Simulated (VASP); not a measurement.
## TiAl3 (sol): single point with PBEsol

TiAl3 (sol):

```
CELL_PARAMETERS angstrom
2.78139 0.00000 0.00000
0.00000 4.67077 0.00000
0.00000 0.00000 4.89254
ATOMIC_POSITIONS crystal
Ti 0.00000 0.50000 0.16318
Al 0.50000 0.50000 0.66406
Al 0.50000 0.00000 0.33308
Al 0.00000 0.00000 0.83967
```

- Program: VASP 6.6.1
- Task: single point
- Functional: PBEsol
- Potentials or basis: VASP PAW PBE potentials, release 64 (Ti_sv, Al)
- Cutoff: 520 eV
- k mesh: 14 × 10 × 10
- Occupations: gaussian, width 0.1 eV
- Spin: no spin polarisation

The pressure is 0.1 GPa.

Forces in eV/Å, atoms in the order of the input:
```
Ti   0.000  0.000  0.001
Al   0.000  0.000  0.001
Al   0.000  0.000  0.001
Al   0.000  0.000 -0.002
```

Levels at points of the mesh, in eV from the Fermi level:
```csv
k point,band 9,band 10,band 11,band 12,band 13,band 14
"(0.00, 0.00, 0.00)",-2.70,-0.85,-0.43,2.52,2.59,2.67
"(0.50, 0.00, 0.00)",-1.74,0.45,0.66,0.81,1.44,1.65
"(0.00, 0.50, 0.00)",-2.05,-1.55,-0.19,2.45,2.53,2.70
"(0.50, 0.50, 0.00)",-1.70,-0.47,-0.25,0.83,1.17,1.38
"(0.00, 0.00, 0.50)",-2.17,-1.12,-0.33,2.30,2.43,2.60
"(0.50, 0.00, 0.50)",-1.33,-0.13,-0.12,0.61,1.28,1.99
"(0.00, 0.50, 0.50)",-0.21,-0.07,0.73,2.45,2.48,3.61
"(0.50, 0.50, 0.50)",-2.75,-2.68,-0.64,-0.18,1.09,2.15
```

Run time: 8 min on 1 thread of Intel(R) Xeon(R) Platinum 8375C CPU @ 2.90GHz (Ice Lake), on a shared host, peak memory 0.41 GiB.

Caveat: the PAW data sets were made with another functional, which shifts forces and pressure a little.
